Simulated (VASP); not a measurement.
# SnSe (Fm-3m) in VASP: notebook

Runs on SnSe. Level: r2SCAN. Tasks: single point.

Program: VASP 6.6.1. These are calculated values, not measurements. Logs are shortened: lines on timing, memory, paths and dates and some standing lists are left out, and cuts for length are marked.

**1. The cell of the first run**

The structure is cubic, space group Fm-3m (No. 225). Conventional cell: a = 6.020 Å, b = 6.020 Å, c = 6.020 Å, α = 90.00°, β = 90.00°, γ = 90.00°. Within 4.0 Å of Sn (site symmetry m-3m) lie 6 Se at 3.01 Å. Within 4.0 Å of Se (site symmetry m-3m) lie 6 Sn at 3.01 Å.

**2. Single point, r2SCAN**

The input, POSCAR:

```
SnSe
1.0
    0.0000000000      3.0100000000      3.0100000000
    3.0100000000      0.0000000000      3.0100000000
    3.0100000000      3.0100000000      0.0000000000
Sn Se
1 1
Direct
    0.0000000000      0.0000000000      0.0000000000
    0.5000000000      0.5000000000      0.5000000000
```

The input, INCAR.step1:

```
ALGO = Normal ; EDIFF = 1E-4
ENCUT = 520 ; GGA = PE
ISMEAR = 0 ; LASPH = T
LCHARG = F ; LREAL = F
LWAVE = T ; NBANDS = 17
NELM = 100 ; PREC = Accurate
SIGMA = 0.02
```

The input, INCAR.step2:

```
ALGO = Normal ; EDIFF = 1E-6
ENCUT = 520 ; ISIF = 2
ISMEAR = 0 ; ISTART = 1
LASPH = T ; LCHARG = F
LMIXTAU = T ; LREAL = F
LWAVE = F ; METAGGA = R2SCAN
NBANDS = 17 ; NELM = 100
PREC = Accurate ; SIGMA = 0.02
```

The input, KPOINTS:

```
k-points
0
Gamma
  10 10 10
```

Potentials or basis: VASP PAW PBE potentials, release 64 (Sn_d, Se).

Command:

```sh
$ cat potpaw_PBE.64/Sn_d/POTCAR potpaw_PBE.64/Se/POTCAR > POTCAR
$ cp INCAR.step1 INCAR
$ mpirun -np 1 vasp_std > vasp.out
$ cp INCAR.step2 INCAR
$ mpirun -np 1 vasp_std > vasp.out
```

OUTCAR:

```text
EDIFF = 1E-6
   ENCUT = 520
   ISIF = 2
   ISMEAR = 0
   ISTART = 1
   LASPH = T
   LREAL = F
   METAGGA = R2SCAN
   NELM = 100
   PREC = Accurate

 ion  position               nearest neighbor table
   1  0.000  0.000  0.000-   2 3.01   2 3.01   2 3.01   2 3.01   2 3.01   2 3.01
   2  0.500  0.500  0.500-   1 3.01   1 3.01   1 3.01   1 3.01   1 3.01   1 3.01

  LATTYP: Found a face centered cubic cell.
 ALAT       =     6.0200000000

  Lattice vectors:

 A1 = (   0.0000000000,   3.0100000000,   3.0100000000)
 A2 = (   3.0100000000,   0.0000000000,   3.0100000000)
 A3 = (   3.0100000000,   3.0100000000,   0.0000000000)

Analysis of symmetry for initial positions (statically):
=====================================================================
 Subroutine PRICEL returns:
 Original cell was already a primitive cell.

 Routine SETGRP: Setting up the symmetry group for a
 face centered cubic supercell.

 Subroutine GETGRP returns: Found 48 space group operations
 (whereof 48 operations were pure point group operations)
 out of a pool of 48 trial point group operations.

The static configuration has the point symmetry O_h .

Analysis of symmetry for dynamics (positions and initial velocities):
=====================================================================
 Subroutine PRICEL returns:
 Original cell was already a primitive cell.

 Routine SETGRP: Setting up the symmetry group for a
 face centered cubic supercell.

 Subroutine GETGRP returns: Found 48 space group operations
 (whereof 48 operations were pure point group operations)
 out of a pool of 48 trial point group operations.

The dynamic configuration has the point symmetry O_h .

 Subroutine INISYM returns: Found 48 space group operations
 (whereof 48 operations are pure point group operations),
 and found     1 'primitive' translations

----------------------------------------------------------------------------------------

                                     Primitive cell

  volume of cell :      54.5418

  direct lattice vectors                    reciprocal lattice vectors
     0.000000000  3.010000000  3.010000000    -0.166112957  0.166112957  0.166112957
     3.010000000  0.000000000  3.010000000     0.166112957 -0.166112957  0.166112957
     3.010000000  3.010000000  0.000000000     0.166112957  0.166112957 -0.166112957

  length of vectors
     4.256782823  4.256782823  4.256782823     0.287716081  0.287716081  0.287716081

  position of ions in fractional coordinates (direct lattice)
     0.000000000  0.000000000  0.000000000
     0.500000000  0.500000000  0.500000000

  ion indices of the primitive-cell ions
   primitive index   ion index
                 1           1
                 2           2

----------------------------------------------------------------------------------------

 KPOINTS: k-points

Automatic generation of k-mesh.
 Grid dimensions read from file:
 generate k-points for:   10   10   10

 Generating k-lattice:

  Cartesian coordinates                     Fractional coordinates (reciprocal lattice)
    -0.016611296  0.016611296  0.016611296     0.100000000  0.000000000  0.000000000
     0.016611296 -0.016611296  0.016611296     0.000000000  0.100000000  0.000000000
     0.016611296  0.016611296 -0.016611296     0.000000000  0.000000000  0.100000000

  Length of vectors
     0.028771608  0.028771608  0.028771608

  Shift w.r.t. Gamma in fractional coordinates (k-lattice)
     0.000000000  0.000000000  0.000000000

 Subroutine IBZKPT returns following result:
 ===========================================

 Found     47 irreducible k-points:

 Following reciprocal coordinates:
            Coordinates               Weight
  0.000000  0.000000  0.000000      1.000000
  0.100000  0.000000  0.000000      8.000000
  0.200000  0.000000  0.000000      8.000000
  0.300000  0.000000  0.000000      8.000000
  0.400000  0.000000  0.000000      8.000000
  0.500000  0.000000  0.000000      4.000000
[... 16 lines left out ...]
  0.300000  0.300000  0.000000      6.000000
  0.400000  0.300000  0.000000     24.000000
 [... further k-points ...]
   k-points           NKPTS =     47   k-points in BZ     NKDIM =     47   number of bands    NBANDS=     17
   number of dos      NEDOS =    301   number of ions     NIONS =      2
   total plane-waves  NPLWV =  32768
   dimension x,y,z NGX =    32 NGY =   32 NGZ =   32
   dimension x,y,z NGXF=    64 NGYF=   64 NGZF=   64
   ions per type =               1   1
   NGX,Y,Z   is equivalent  to a cutoff of  12.50, 12.50, 12.50 a.u.
   NGXF,Y,Z  is equivalent  to a cutoff of  24.99, 24.99, 24.99 a.u.
 SYSTEM =  unknown system
   PREC   = accura    normal or accurate (medium, high low for compatibility)
   ISTART =      1    job   : 0-new  1-cont  2-samecut
   ICHARG =      0    charge: 1-file 2-atom 10-const
   ISPIN  =      1    spin polarized calculation?
   LNONCOLLINEAR =      F non collinear calculations
   LSORBIT =      F    spin-orbit coupling
   LASPH  =      T    aspherical Exc in radial PAW
   ENCUT  =  520.0 eV  38.22 Ry    6.18 a.u.   7.91  7.91  7.91*2*pi/ulx,y,z
   NELM   =    100;   NELMIN=  2; NELMDL=  0     # of ELM steps
   EDIFF  = 0.1E-05   stopping-criterion for ELM
   LREAL  =      F    real-space projection
   EDIFFG = 0.1E-04   stopping-criterion for IOM
   NSW    =      0    number of steps for IOM
   IBRION =     -1    ionic relax: 0-MD 1-quasi-New 2-CG
   NFREE  =      0    steps in history (QN), initial steepest desc. (CG)
   ISIF   =      2    stress and relaxation
   ISYM   =      2    0-nonsym 1-usesym 2-fastsym
   POTIM  = 0.5000    time-step for ionic-motion
   TEBEG  =    0.0;   TEEND  =   0.0 temperature during run
   PSTRESS=    0.0 pullay stress
   NELECT =      20.0000    total number of electrons
   NUPDOWN=      -1.0000    fix difference up-down
   EMIN   =  10.00;   EMAX   =-10.00  energy-range for DOS
   EFERMI =   0.00;   METHOD = LEGACY
   ISMEAR =     0;   SIGMA  =   0.02  broadening in eV -4-tet -1-fermi 0-gaus
   EFERMI_NEDOS =   21; number of points for ismear=-14 and -15
   IALGO  =     38    algorithm
   IMIX   =      4    mixing-type and parameters
     AMIX     =   0.40;   BMIX     =  1.00
     AMIX_MAG =   1.60;   BMIX_MAG =  1.00
  volume/ion in A,a.u.               =      27.27       184.03
  Fermi-wavevector in a.u.,A,eV,Ry     =   1.171768  2.214321 18.681350  1.373040
  Thomas-Fermi vector in A             =   2.308207
   LORBIT       =      0    0 simple, 1 ext, 2 COOP (PROOUT), +10 PAW based schemes
   METAGGA = R2SCAN    functional components
   LHFCALC =     F    Hartree Fock is set to
   AEXX    =    0.0000 exact exchange contribution
   IVDW    =     0    specifies the selected vdW correction
   LEPSILON=     F    determine dielectric tensor
   LRPA    =     F    only Hartree local field effects (RPA)
 non-spin polarized calculation
 Gauss-broadening in eV      SIGMA  =   0.02
  energy-cutoff  :      520.00
  volume of cell :       54.54
 maximum number of plane-waves:      1479
   NGX = 15   NGY = 15   NGZ = 15

 number of electron      20.0000005 magnetization

 Free energy of the ion-electron system (eV)
  ---------------------------------------------------
  ext. energy  EPLUGINS =         0.00000000
  ---------------------------------------------------
  free energy    TOTEN  =       -39.87466772 eV

  energy without entropy =      -39.87466772  energy(sigma->0) =      -39.87466772

 E-fermi :   5.7973     XC(G=0): -10.1876

 val. band max:        5.7109916681   @ k =   0.5000   0.0000   0.0000
 cond. band min:       6.1657967744   @ k =   0.5000   0.0000   0.0000
 fundamental gap:      0.4548051064
 Fermi energy:         5.7972796564

 k-point     1 :       0.0000    0.0000    0.0000
  band No.  band energies     occupation
      1     -16.8384      2.00000
      2     -16.8384      2.00000
      3     -16.8363      2.00000
      4     -16.8363      2.00000
      5     -16.8363      2.00000
      6      -9.0116      2.00000
[... 9 lines left out ...]
     16      11.7514      0.00000
     17      14.0257      0.00000

 k-point     2 :       0.1000    0.0000    0.0000
  band No.  band energies     occupation
      1     -16.8391      2.00000
      2     -16.8391      2.00000
      3     -16.8360      2.00000
      4     -16.8353      2.00000
      5     -16.8352      2.00000
      6      -8.9380      2.00000
[... 9 lines left out ...]
     16      12.0021      0.00000
     17      14.7568      0.00000

 k-point     3 :       0.2000    0.0000    0.0000
  band No.  band energies     occupation
      1     -16.8412      2.00000
      2     -16.8412      2.00000
      3     -16.8354      2.00000
      4     -16.8321      2.00000
      5     -16.8321      2.00000
      6      -8.7309      2.00000
[... 9 lines left out ...]
     16      12.6572      0.00000
     17      16.3957      0.00000

 k-point     4 :       0.3000    0.0000    0.0000
  band No.  band energies     occupation
      1     -16.8440      2.00000
      2     -16.8440      2.00000
      3     -16.8346      2.00000
      4     -16.8280      2.00000
      5     -16.8280      2.00000
      6      -8.4381      2.00000
[... 9 lines left out ...]
     16      13.6746      0.00000
     17      18.0830      0.00000
[... 343 lines left out ...]
      1     -16.8447      2.00000
      2     -16.8438      2.00000
      3     -16.8337      2.00000
      4     -16.8298      2.00000
      5     -16.8267      2.00000
      6      -8.3393      2.00000
[... 9 lines left out ...]
     16      15.4602      0.00000
     17      15.7878      0.00000

 k-point    23 :       0.3000    0.3000    0.0000
  band No.  band energies     occupation
      1     -16.8574      2.00000
      2     -16.8406      2.00000
      3     -16.8334      2.00000
      4     -16.8247      2.00000
      5     -16.8247      2.00000
      6      -8.2489      2.00000
[... 9 lines left out ...]
     16      16.2187      0.00000
     17      16.2212      0.00000

 k-point    24 :       0.4000    0.3000    0.0000
  band No.  band energies     occupation
      1     -16.8615      2.00000
      2     -16.8404      2.00000
      3     -16.8336      2.00000
      4     -16.8227      2.00000
      5     -16.8220      2.00000
      6      -8.0343      2.00000
[... 9 lines left out ...]
     16      16.7997      0.00000
     17      17.4141      0.00000

 [... further k-points ...]
[... 5 lines left out ...]
  --------------------------------------------------------------------------------------
  -------------------------------------------------------------------------------------
  Total       -0.0096268     -0.0096268     -0.0096268     -0.0000000      0.0000000      0.0000000
  in kB       -0.2827880     -0.2827880     -0.2827880     -0.0000000      0.0000000      0.0000000
  external PRESSURE =      -0.2827880 kB  Pullay stress =       0.0000000 kB

 VOLUME and BASIS-vectors are now :
 -----------------------------------------------------------------------------
  energy-cutoff  :      520.00
  volume of cell :       54.54
      direct lattice vectors                 reciprocal lattice vectors
     0.000000000  3.010000000  3.010000000    -0.166112957  0.166112957  0.166112957
     3.010000000  0.000000000  3.010000000     0.166112957 -0.166112957  0.166112957
     3.010000000  3.010000000  0.000000000     0.166112957  0.166112957 -0.166112957

 POSITION                                       TOTAL-FORCE (eV/Angst)
 -----------------------------------------------------------------------------------
      0.00000      0.00000      0.00000        -0.000000     -0.000000     -0.000000
      3.01000      3.01000      3.01000         0.000000      0.000000      0.000000
 -----------------------------------------------------------------------------------
    total drift:                                0.000000     -0.000000     -0.000000

  FREE ENERGIE OF THE ION-ELECTRON SYSTEM (eV)
  ---------------------------------------------------
  free  energy   TOTEN  =       -39.8746677240 eV

  energy  without entropy=      -39.8746677240  energy(sigma->0) =      -39.87466772
```

Wall time 78 s (1 thread of AMD EPYC 9R45 (Zen 5), shared host); peak memory 0.17 GiB.

What came out:

- Free energy: -39.8747 eV
- Pressure: 0.0 GPa
- Band gap on the k mesh: 0.45 eV, direct

Levels at points of the mesh, in eV from the valence-band top:
```tsv
k point	band 6	band 7	band 8	band 9	band 10	band 11	band 12	band 13	band 14	band 15
(0.00, 0.00, 0.00)	-14.72	-5.26	-2.64	-2.64	-2.64	4.36	4.36	4.36	6.04	6.04
(0.50, 0.00, 0.00)	-13.75	-8.57	-2.37	-2.37	0.00	0.45	1.13	1.13	8.57	10.40
(0.50, 0.50, 0.00)	-13.45	-6.36	-5.95	-4.10	-4.10	3.11	5.46	5.46	6.15	10.61
```

Caveat: the PAW data sets were made with another functional, which shifts forces and pressure a little; spin-orbit coupling is left out, which moves the levels of the heavy elements. A k mesh can miss the band edges.

(Continued in part 2 of 2.)
